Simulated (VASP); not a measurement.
Input of a VASP 6.6.1 run:

Contents of INCAR:

```
SYSTEM = TmI4
PREC     = Accurate       ! precision mode
ENCUT    = 500            ! plane-wave cutoff, eV
EDIFF    = 1E-7           ! SCF threshold, eV
ISMEAR   = 0              ! smearing method
SIGMA    = 0.2            ! smearing width, eV
LREAL    = .FALSE.        ! projectors in reciprocal space
LASPH    = .TRUE.         ! aspherical terms in the spheres
NELM     = 200            ! most SCF steps
ALGO     = Normal         ! electronic algorithm
ISIF     = 3              ! what is computed and relaxed
LWAVE    = .FALSE.        ! write WAVECAR
LCHARG   = .FALSE.        ! write CHGCAR
GGA      = PE             ! functional
IBRION   = 2              ! ionic algorithm
NSW      = 36             ! ionic steps
EDIFFG   = -0.08          ! ionic threshold
GGA_COMPAT= .FALSE.      
NELMIN   = 4            
LMAXMIX  = 6              ! l up to which the mixer works
```

Contents of KPOINTS:

```
regular mesh
0
G
  3 3 2
  0 0 0
```

POSCAR

```
TmI4
1.0
    6.2466348500      0.0000000000      0.0000000000
   -3.1233174200      5.4097444600      0.0000000000
    0.0000000000      0.0000000000     11.7542493200
Tm I
2 8
Direct
    0.3333333300      0.6666666700      0.2500000000
    0.6666666700      0.3333333300      0.7500000000
    0.5000000000      0.0000000000      0.0000000000
    0.0000000000      0.5000000000      0.0000000000
    0.5000000000      0.5000000000      0.0000000000
    0.5000000000      0.0000000000      0.5000000000
    0.0000000000      0.5000000000      0.5000000000
    0.5000000000      0.5000000000      0.5000000000
    0.3333333300      0.6666666700      0.7500000000
    0.6666666700      0.3333333300      0.2500000000
```

Potentials or basis: VASP PAW PBE potentials, release 64 (Tm_3, I), 4f in core.

Run with:

```sh
$ cat potpaw_PBE.64/Tm_3/POTCAR potpaw_PBE.64/I/POTCAR > POTCAR
$ mpirun -np 1 vasp_std > vasp.out
```

Q: Estimate the relaxed volume.

A: 47.20 Å³/atom.

Q: What does it give for the space group after relaxing (to 0.1 Å)?

A: P6_3/mmc (No. 194).

Q: Predict the band gap on the k mesh.

A: Zero (bands 37 and 38 overlap by 1.34 eV).

Q: What does it give for the relaxed cell?

A: a = 6.541 Å, b = 6.541 Å, c = 12.740 Å, α = 90.00°, β = 90.00°, γ = 120.00°.

Final structure:
```yaml
crystal:
  lattice:
    - [6.54082, 0.00000, 0.00000]
    - [-3.27041, 5.66451, 0.00000]
    - [0.00000, 0.00000, 12.74004]
  atoms:
    - { symbol: Tm, position: [0.33333, 0.66667, 0.25000] }
    - { symbol: Tm, position: [0.66667, 0.33333, 0.75000] }
    - { symbol: I, position: [0.50000, 0.00000, 0.00000] }
    - { symbol: I, position: [0.00000, 0.50000, 0.00000] }
    - { symbol: I, position: [0.50000, 0.50000, 0.00000] }
    - { symbol: I, position: [0.50000, 0.00000, 0.50000] }
    - { symbol: I, position: [0.00000, 0.50000, 0.50000] }
    - { symbol: I, position: [0.50000, 0.50000, 0.50000] }
    - { symbol: I, position: [0.33333, 0.66667, 0.75000] }
    - { symbol: I, position: [0.66667, 0.33333, 0.25000] }
```

Caveat: the k points lie up to 0.37 Å⁻¹ apart in the final cell, too coarse for converged energies and pressures of a metal; the volume moved by over 15 % at a fixed basis, so the end points are rough; spin-orbit coupling is left out, which moves the levels of the heavy elements; the 4f electrons are frozen in the core, so they carry no moment and show no levels; the run has no spin polarisation, though such a crystal can be magnetic. Spin polarisation is off, so any magnetic state and its effect on volume and gap are missing.
